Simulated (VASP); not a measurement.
Input of a VASP 6.6.1 run:

INCAR

```
ALGO = Normal ; DIPOL = 0.5 0.5 0.500
EDIFF = 1E-6 ; ENCUT = 520
GGA = PE ; IDIPOL = 3
ISIF = 2 ; ISMEAR = -1
LASPH = T ; LCHARG = F
LDIPOL = T ; LREAL = F
LWAVE = F ; NBANDS = 16
NELM = 80 ; PREC = Accurate
SIGMA = 0.08
```

Contents of KPOINTS:

```
k-points
0
Gamma
  14 14 1
```

The input POSCAR:

```
Al4Si
1.0
    2.8574853682      0.0000000000      0.0000000000
    0.0000000000      2.8574853682      0.0000000000
    0.0000000000      0.0000000000     24.0822000000
Si Al
1 4
Direct
    0.0000000000      0.0000000000      0.3291663618
    0.5000000000      0.5000000000      0.4144188660
    0.0000000000      0.0000000000      0.4999999984
    0.5000000000      0.5000000000      0.5855811344
    0.0000000000      0.0000000000      0.6708336395
```

Potentials or basis: VASP PAW PBE potentials, release 64 (Si, Al).

Command:

```console
$ cat potpaw_PBE.64/Si/POTCAR potpaw_PBE.64/Al/POTCAR > POTCAR
$ mpirun -np 1 vasp_std > vasp.out
```

**Question.** What does it give for the largest force?

**Answer.** 0.620 eV/Å.

**Question.** What does it give for the band gap on the k mesh?

**Answer.** Zero (bands 8 and 9 overlap by 4.21 eV).

Forces in eV/Å, atoms in the order of the input:
```
Si   0.000  0.000  0.620
Al   0.000  0.000 -0.472
Al   0.000  0.000 -0.089
Al   0.000  0.000 -0.071
Al   0.000  0.000  0.012
```
